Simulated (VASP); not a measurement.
# K2S (Fm-3m) in VASP: further runs

The runs below take K2S through elastic constants, with PBEsol.

Everything below comes from runs of VASP 6.6.1. Logs are shortened: lines on timing, memory, paths and dates and some standing lists are left out, and cuts for length are marked.

### Step 1. The cell of the first run

Symmetry: Fm-3m, No. 225, cubic system. The conventional cell has a = 7.336 Å, b = 7.336 Å, c = 7.336 Å, α = 90.00°, β = 90.00°, γ = 90.00°. K (site symmetry -43m) has 4 S at 3.18 Å and 6 K at 3.67 Å within 4.2 Å. Within 4.2 Å of S (site symmetry m-3m) lie 8 K at 3.18 Å.

### Step 2. Elastic constants, PBEsol

The input, INCAR:

```
SYSTEM = K2S
PREC = Accurate
ENCUT = 500
EDIFF = 1E-8
ISMEAR = 0
SIGMA = 0.01
LREAL = .FALSE.
LASPH = .TRUE.
NELM = 120
ALGO = Normal
ISIF = 3
LWAVE = .FALSE.
LCHARG = .FALSE.
GGA = PS
NBANDS = 19
IBRION = 6
NFREE = 2
POTIM = 0.015
NSW = 1
GGA_COMPAT = .FALSE.
```

The input, KPOINTS:

```
Automatic mesh
0
G
  6 6 6
  0 0 0
```

The input, POSCAR:

```
K2S
1.0
    0.0000000000      3.6679113281      3.6679113281
    3.6679113281      0.0000000000      3.6679113281
    3.6679113281      3.6679113281      0.0000000000
K S
2 1
Direct
    0.2500000000      0.2500000000      0.2500000000
    0.7500000000      0.7500000000      0.7500000000
    0.0000000000      0.0000000000      0.0000000000
```

Potentials or basis: VASP PAW PBE potentials, release 64 (K_sv, S).

On the command line:

```bash
$ cat potpaw_PBE.64/K_sv/POTCAR potpaw_PBE.64/S/POTCAR > POTCAR
$ mpirun -np 1 vasp_std > vasp.out
```

OUTCAR:

```text
SYSTEM = K2S
   PREC = Accurate
   ENCUT = 500
   EDIFF = 1E-8
   ISMEAR = 0
   LREAL = .FALSE.
   LASPH = .TRUE.
   NELM = 120
   ISIF = 3
   GGA = PS
   IBRION = 6
   NFREE = 2
   POTIM = 0.015
   NSW = 1

 ion  position               nearest neighbor table
   1  0.250  0.250  0.250-   3 3.18   3 3.18   3 3.18   3 3.18   2 3.67   2 3.67   2 3.67   2 3.67
                             2 3.67   2 3.67
   2  0.750  0.750  0.750-   3 3.18   3 3.18   3 3.18   3 3.18   1 3.67   1 3.67   1 3.67   1 3.67
                             1 3.67   1 3.67
   3  0.000  0.000  0.000-   2 3.18   2 3.18   2 3.18   1 3.18   1 3.18   1 3.18   2 3.18   1 3.18

  LATTYP: Found a face centered cubic cell.
 ALAT       =     7.3358226562

  Lattice vectors:

 A1 = (   0.0000000000,   3.6679113281,   3.6679113281)
 A2 = (   3.6679113281,   0.0000000000,   3.6679113281)
 A3 = (   3.6679113281,   3.6679113281,   0.0000000000)

Analysis of symmetry for initial positions (statically):
=====================================================================
 Subroutine PRICEL returns:
 Original cell was already a primitive cell.

 Routine SETGRP: Setting up the symmetry group for a
 face centered cubic supercell.

 Subroutine GETGRP returns: Found 48 space group operations
 (whereof 48 operations were pure point group operations)
 out of a pool of 48 trial point group operations.

The static configuration has the point symmetry O_h .

Analysis of symmetry for dynamics (positions and initial velocities):
=====================================================================
 Subroutine PRICEL returns:
 Original cell was already a primitive cell.

 Routine SETGRP: Setting up the symmetry group for a
 face centered cubic supercell.

 Subroutine GETGRP returns: Found 48 space group operations
 (whereof 48 operations were pure point group operations)
 out of a pool of 48 trial point group operations.

The dynamic configuration has the point symmetry O_h .

 Subroutine INISYM returns: Found 48 space group operations
 (whereof 48 operations are pure point group operations),
 and found     1 'primitive' translations

----------------------------------------------------------------------------------------

                                     Primitive cell

  volume of cell :      98.6930

  direct lattice vectors                    reciprocal lattice vectors
     0.000000000  3.667911328  3.667911328    -0.136317363  0.136317363  0.136317363
     3.667911328  0.000000000  3.667911328     0.136317363 -0.136317363  0.136317363
     3.667911328  3.667911328  0.000000000     0.136317363  0.136317363 -0.136317363

  length of vectors
     5.187209946  5.187209946  5.187209946     0.236108599  0.236108599  0.236108599

  position of ions in fractional coordinates (direct lattice)
     0.250000000  0.250000000  0.250000000
     0.750000000  0.750000000  0.750000000
     0.000000000  0.000000000  0.000000000

  ion indices of the primitive-cell ions
   primitive index   ion index
                 1           1
                 2           2
                 3           3

----------------------------------------------------------------------------------------

 KPOINTS: Automatic mesh

Automatic generation of k-mesh.
 Grid dimensions read from file:
 generate k-points for:    6    6    6

 Generating k-lattice:

  Cartesian coordinates                     Fractional coordinates (reciprocal lattice)
    -0.022719561  0.022719561  0.022719561     0.166666667  0.000000000  0.000000000
     0.022719561 -0.022719561  0.022719561     0.000000000  0.166666667  0.000000000
     0.022719561  0.022719561 -0.022719561     0.000000000  0.000000000  0.166666667

  Length of vectors
     0.039351433  0.039351433  0.039351433

  Shift w.r.t. Gamma in fractional coordinates (k-lattice)
     0.000000000  0.000000000  0.000000000

 Subroutine IBZKPT returns following result:
 ===========================================

 Found     16 irreducible k-points:
[... 44 lines left out ...]
   ISYM   =      2    0-nonsym 1-usesym 2-fastsym
   POTIM  = 0.0150    time-step for ionic-motion
   TEBEG  =    0.0;   TEEND  =   0.0 temperature during run
   PSTRESS=    0.0 pullay stress
   NELECT =      24.0000    total number of electrons
   NUPDOWN=      -1.0000    fix difference up-down
   EMIN   =  10.00;   EMAX   =-10.00  energy-range for DOS
   EFERMI =   0.00;   METHOD = LEGACY
   ISMEAR =     0;   SIGMA  =   0.01  broadening in eV -4-tet -1-fermi 0-gaus
   EFERMI_NEDOS =   21; number of points for ismear=-14 and -15
   IALGO  =     38    algorithm
   IMIX   =      4    mixing-type and parameters
     AMIX     =   0.40;   BMIX     =  1.00
     AMIX_MAG =   1.60;   BMIX_MAG =  1.00
  volume/ion in A,a.u.               =      32.90       222.00
  Fermi-wavevector in a.u.,A,eV,Ry     =   1.021840  1.930998 14.206630  1.044158
  Thomas-Fermi vector in A             =   2.155487
   LORBIT       =      0    0 simple, 1 ext, 2 COOP (PROOUT), +10 PAW based schemes
   GGA     = PS    functional components
   LHFCALC =     F    Hartree Fock is set to
   AEXX    =    0.0000 exact exchange contribution
   IVDW    =     0    specifies the selected vdW correction
   LEPSILON=     F    determine dielectric tensor
   LRPA    =     F    only Hartree local field effects (RPA)
 finite differences with symmetry
 non-spin polarized calculation
 Gauss-broadening in eV      SIGMA  =   0.01
  energy-cutoff  :      500.00
  volume of cell :       98.69
 maximum number of plane-waves:      2541
 NGX is ok and might be reduce to    40
   NGX = 19   NGY = 19   NGZ = 19

--------------------------------------- Ionic step        1  -------------------------------------------

 number of electron      23.9999997 magnetization

 Free energy of the ion-electron system (eV)
  ---------------------------------------------------
  ext. energy  EPLUGINS =         0.00000000
  ---------------------------------------------------
  free energy    TOTEN  =        -9.86355936 eV

  energy without entropy =       -9.86355936  energy(sigma->0) =       -9.86355936

------------------------ aborting loop because EDIFF is reached ----------------------------------------

  FORCE on cell =-STRESS in cart. coord.  units (eV):
  Direction    XX          YY          ZZ          XY          YZ          ZX
  --------------------------------------------------------------------------------------
  -------------------------------------------------------------------------------------
  Total        0.0350858      0.0350858      0.0350858      0.0000000     -0.0000000     -0.0000000
  in kB        0.5695818      0.5695818      0.5695818      0.0000000     -0.0000000     -0.0000000
  external PRESSURE =       0.5695818 kB  Pullay stress =       0.0000000 kB
[... 92 lines left out ...]
  FREE ENERGIE OF THE ION-ELECTRON SYSTEM (eV)
  ---------------------------------------------------
  free  energy   TOTEN  =        -9.8604746498 eV

  energy  without entropy=       -9.8604746498  energy(sigma->0) =       -9.86047465

[... ionic steps 4 to 14 ...]

--------------------------------------- Ionic step       15  -------------------------------------------

 number of electron      23.9999998 magnetization

------------------------ aborting loop because EDIFF is reached ----------------------------------------
[... 69 lines left out ...]
--------------------------------------- Ionic step       17  -------------------------------------------

 number of electron      23.9999998 magnetization

 Free energy of the ion-electron system (eV)
  ---------------------------------------------------
  ext. energy  EPLUGINS =         0.00000000
  ---------------------------------------------------
  free energy    TOTEN  =        -9.86329851 eV

  energy without entropy =       -9.86329851  energy(sigma->0) =       -9.86329851

 E-fermi :  -0.2800     XC(G=0):  -7.6090

 val. band max:       -0.3540055150   @ k =   0.5000   0.5000   0.0000
 cond. band min:       1.9920349509   @ k =   0.0000   0.0000   0.0000
 fundamental gap:      2.3460404659
 Fermi energy:        -0.2799911686

 k-point     1 :       0.0000    0.0000    0.0000
  band No.  band energies     occupation
      1     -29.3332      2.00000
      2     -29.2385      2.00000
      3     -13.0056      2.00000
      4     -13.0056      2.00000
      5     -13.0056      2.00000
      6     -12.7422      2.00000
[... 505 lines left out ...]
      6     -12.7948      2.00000
[... 11 lines left out ...]
     18       7.0751      0.00000
     19       7.7904      0.00000

 [... further k-points ...]
[... 5 lines left out ...]
  --------------------------------------------------------------------------------------
  -------------------------------------------------------------------------------------
  Total        0.0353823      0.0363066      0.0363066      0.0000000     -0.0000000      0.0000000
  in kB        0.5743948      0.5893998      0.5893998      0.0000000     -0.0000000      0.0000000
  external PRESSURE =       0.5843981 kB  Pullay stress =       0.0000000 kB
[... 18 lines left out ...]
  FREE ENERGIE OF THE ION-ELECTRON SYSTEM (eV)
  ---------------------------------------------------
  free  energy   TOTEN  =        -9.8632985073 eV

  energy  without entropy=       -9.8632985073  energy(sigma->0) =       -9.86329851

 INTERNAL STRAIN TENSORS FROM STRAINED CELLS
 ============================================

 INTERNAL STRAIN TENSOR FOR ION    1 for displacements in x,y,z  (eV/Angst):
          X           Y           Z          XY          YZ          ZX
  --------------------------------------------------------------------------------
  x    -0.00000    -0.00000    -0.00000     0.00000    -1.47684    -0.00000
  y    -0.00000     0.00000    -0.00000     0.00000    -0.00000    -1.47712
  z     0.00000    -0.00000    -0.00000    -1.47635     0.00000    -0.00000

 INTERNAL STRAIN TENSORS FROM DISPLACED ATOMS
 ============================================

 INTERNAL STRAIN TENSOR FOR ION    1 for displacements in x,y,z  (eV/Angst):
          X           Y           Z          XY          YZ          ZX
  --------------------------------------------------------------------------------
  x    -0.00000    -0.00000    -0.00000     0.00000    -1.47738     0.00000
  y     0.00000     0.00000     0.00000     0.00000     0.00000    -1.47738
  z     0.00000     0.00000    -0.00000    -1.47738     0.00000     0.00000

 INTERNAL STRAIN TENSOR FOR ION    3 for displacements in x,y,z  (eV/Angst):
          X           Y           Z          XY          YZ          ZX
  --------------------------------------------------------------------------------
  x     0.00000     0.00000     0.00000     0.00000     0.00000     0.00000
  y     0.00000     0.00000     0.00000     0.00000     0.00000     0.00000
  z     0.00000     0.00000     0.00000     0.00000     0.00000     0.00000

 Eigenvectors and eigenvalues of the dynamical matrix
 ----------------------------------------------------

   1 f  =    4.997602 THz    31.400862 2PiTHz  166.702071 cm-1    20.668413 meV
             X         Y         Z           dx          dy          dz
      1.833956  1.833956  1.833956     0.000000    0.000000   -0.381453
      5.501867  5.501867  5.501867     0.000000    0.000000   -0.381453
      0.000000  0.000000  0.000000     0.000000    0.000000    0.842014
[... 43 lines left out ...]
   9 f/i=    0.001083 THz     0.006803 2PiTHz    0.036118 cm-1     0.004478 meV
             X         Y         Z           dx          dy          dz
      1.833956  1.833956  1.833956     0.000000    0.000000    0.595393
      5.501867  5.501867  5.501867     0.000000    0.000000    0.595393
      0.000000  0.000000  0.000000     0.000000    0.000000    0.539456

--------------------------------------------------------------------------------------------------------

 ELASTIC MODULI CONTR FROM IONIC RELAXATION (kBar)
 Direction    XX          YY          ZZ          XY          YZ          ZX
 --------------------------------------------------------------------------------
 XX          -0.0000     -0.0000     -0.0000     -0.0000     -0.0000      0.0000
 YY          -0.0000     -0.0000     -0.0000     -0.0000     -0.0000      0.0000
 ZZ          -0.0000     -0.0000     -0.0000     -0.0000     -0.0000      0.0000
 XY          -0.0000     -0.0000     -0.0000    -30.2223     -0.0000      0.0000
 YZ          -0.0000     -0.0000     -0.0000     -0.0000    -30.2223     -0.0000
 ZX           0.0000      0.0000      0.0000      0.0000     -0.0000    -30.2223
 --------------------------------------------------------------------------------

 TOTAL ELASTIC MODULI (kBar)
 Direction    XX          YY          ZZ          XY          YZ          ZX
 --------------------------------------------------------------------------------
 XX         363.9664    123.2156    123.2156     -0.0000     -0.0000      0.0000
 YY         123.2156    363.9664    123.2156      0.0000     -0.0000      0.0000
 ZZ         123.2156    123.2156    363.9664     -0.0000     -0.0000      0.0000
 XY          -0.0000      0.0000     -0.0000     90.0773     -0.0000      0.0000
 YZ          -0.0000     -0.0000     -0.0000     -0.0000     90.0773     -0.0000
 ZX           0.0000      0.0000      0.0000      0.0000     -0.0000     90.0773
 --------------------------------------------------------------------------------
```

Run time: 11 min. Hardware: 1 thread of Intel Xeon 6975P-C (Granite Rapids), shared host; peak memory 0.37 GiB.

What came out:

```yaml
Elastic_constants_C11_C12_C44: 36, 12, 9 GPa
Voigt_bulk_modulus: 20 GPa
Highest_phonon_frequency_at_Γ_LO-TO_splitting_left_out: 167 cm⁻¹
```

Phonon frequencies in cm⁻¹ (negative: imaginary):
| q point | frequencies |
| --- | --- |
| (0.000, 0.000, 0.000) | 0 0 0 128 128 128 167 167 167 |

Elastic tensor in Voigt notation (GPa, in the Cartesian axes of the cell as first typed):
```
36 12 12  0  0  0
12 36 12  0  0  0
12 12 36  0  0  0
 0  0  0  9  0  0
 0  0  0  0  9  0
 0  0  0  0  0  9
```

Clamped-ion elastic tensor (GPa):
```
36 12 12  0  0  0
12 36 12  0  0  0
12 12 36  0  0  0
 0  0  0 12  0  0
 0  0  0  0 12  0
 0  0  0  0  0 12
```

Caveat: the PAW data sets were made with another functional, which shifts forces and pressure a little.

[end of part 1 of 2]
